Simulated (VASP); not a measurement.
**Si2Ni: single point with PBEsol**

Crystal: Si2Ni.

```
CELL_PARAMETERS angstrom
0.00000 2.74854 2.74854
2.74854 0.00000 2.74854
2.74854 2.74854 0.00000
ATOMIC_POSITIONS crystal
Si 0.25000 0.25000 0.25000
Si 0.75000 0.75000 0.75000
Ni 0.00000 0.00000 0.00000
```

This cell differs from its parent crystal: volume scaled by 1.06.

* Program: VASP 6.6.1
* Task: single point
* Functional: PBEsol
* Potentials or basis: VASP PAW PBE potentials, release 64 (Si, Ni)
* Cutoff: 520 eV
* k mesh: 14 × 14 × 14
* Occupations: gaussian, width 0.1 eV
* Spin: no spin polarisation

```json
{"Pressure": "-8.1 GPa", "Band gap on the k mesh": "zero (band 9 reaches 11.29 eV, above the bottom of band 10 at 9.10 eV)"}
```

Levels at points of the mesh, in eV from the Fermi level:
| k point | band 7 | band 8 | band 9 | band 10 | band 11 | band 12 |
| --- | --- | --- | --- | --- | --- | --- |
| (0.00, 0.00, 0.00) | -0.63 | 1.67 | 1.67 | 1.67 | 2.35 | 2.35 |
| (0.50, 0.00, 0.00) | -3.07 | -1.29 | -1.29 | 1.68 | 1.81 | 1.81 |
| (0.50, 0.50, 0.00) | -3.34 | -3.18 | -2.86 | -0.46 | 1.47 | 7.80 |

It took 51 s on 1 thread of AMD EPYC 9R45 96-Core Processor (Zen 5), with other jobs on the host, peak memory 0.18 GiB.

Caveat: the PAW data sets were made with another functional, which shifts forces and pressure a little. Spin polarisation is off, so any magnetic state and its effect on volume and gap are missing.
